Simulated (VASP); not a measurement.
WS2: single point with PBEsol

Slab: WS2, a slab with vacuum.

```
W S
1.0
     3.11823    0.00000    0.00000
    -1.55911    2.70046    0.00000
     0.00000    0.00000   23.18559
W S
2 4
Direct
  0.66667 0.33333 0.36268
  0.33333 0.66667 0.63732
  0.66667 0.33333 0.70318
  0.33333 0.66667 0.42856
  0.66667 0.33333 0.57144
  0.33333 0.66667 0.29682
```

This cell differs from its parent crystal: volume scaled by 0.94.

- Program: VASP 6.6.1
- Task: single point
- Functional: PBEsol
- Potentials or basis: VASP PAW PBE potentials, release 64 (W_sv, S)
- Cutoff: 520 eV
- k mesh: 10 × 10 × 2
- Occupations: fermi-dirac, width 0.05 eV
- Spin: no spin polarisation
- Dipole correction: no
- Further INCAR settings: ALGO = Normal; EDIFF = 1e-06; NBANDS = 35

```yaml
Largest_force: 1.133 eV/Å
Band_gap_on_the_k_mesh: 1.69 eV, indirect (least direct gap 2.30 eV)
```

Forces in eV/Å, atoms in the order of the input:
```
W    0.000  0.000 -0.010
W    0.000  0.000  0.010
S    0.000  0.000  1.116
S    0.000  0.000  1.133
S    0.000  0.000 -1.133
S    0.000  0.000 -1.116
```

Levels at points of the mesh, in eV from the valence-band top:
```
           k point  band 23  band 24  band 25  band 26  band 27  band 28  band 29  band 30
(0.00, 0.00, 0.00)    -2.07    -2.07    -0.60     0.00     2.73     2.73     2.73     2.73
(0.50, 0.00, 0.00)    -1.64    -1.58    -1.37    -1.32     2.73     2.74     3.16     3.27
(0.00, 0.00, 0.50)    -2.07    -2.07    -0.60     0.00     2.73     2.73     2.73     2.73
(0.50, 0.00, 0.50)    -1.64    -1.58    -1.37    -1.32     2.73     2.74     3.16     3.27
```

It took 4.3 min on 1 thread of Intel(R) Xeon(R) Platinum 8488C (Sapphire Rapids), with other jobs on the host, peak memory 0.39 GiB.

Caveat: the PAW data sets were made with another functional, which shifts forces and pressure a little; spin-orbit coupling is left out, which moves the levels of the heavy elements.
